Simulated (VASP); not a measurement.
# Zr: single point with PBEsol

The system is Zr.

```
Zr
1.0
    -1.73922    1.73922    1.73922
     1.73922   -1.73922    1.73922
     1.73922    1.73922   -1.73922
Zr
1
Direct
  0.00000 0.00000 0.00000
```

This cell differs from its parent crystal: volume scaled by 0.96.

- Program: VASP 6.6.1
- Task: single point
- Functional: PBEsol
- Potentials or basis: VASP PAW PBE potentials, release 64 (Zr_sv)
- Cutoff: 520 eV
- k mesh: 14 × 14 × 14
- Occupations: fermi-dirac, width 0.1 eV
- Spin: no spin polarisation

```
Pressure               : 3.9 GPa
Band gap on the k mesh : zero (band 6 reaches 10.90 eV, above the bottom of band 7 at 9.05 eV)
```

Levels at points of the mesh, in eV from the Fermi level:
| k point | band 4 | band 5 | band 6 | band 7 | band 8 | band 9 |
| --- | --- | --- | --- | --- | --- | --- |
| (0.00, 0.00, 0.00) | -25.55 | -5.51 | 1.17 | 1.17 | 1.17 | 3.94 |
| (0.50, 0.00, 0.00) | -25.57 | -3.08 | -0.85 | 2.08 | 3.99 | 4.74 |
| (0.50, 0.50, 0.50) | -26.46 | -2.97 | -2.97 | 6.36 | 6.36 | 6.36 |

It took 6.8 s on 1 thread of Intel(R) Xeon(R) 6975P-C (Granite Rapids) (shared host), peak memory 0.15 GiB.

Caveat: the PAW data sets were made with another functional, which shifts forces and pressure a little.
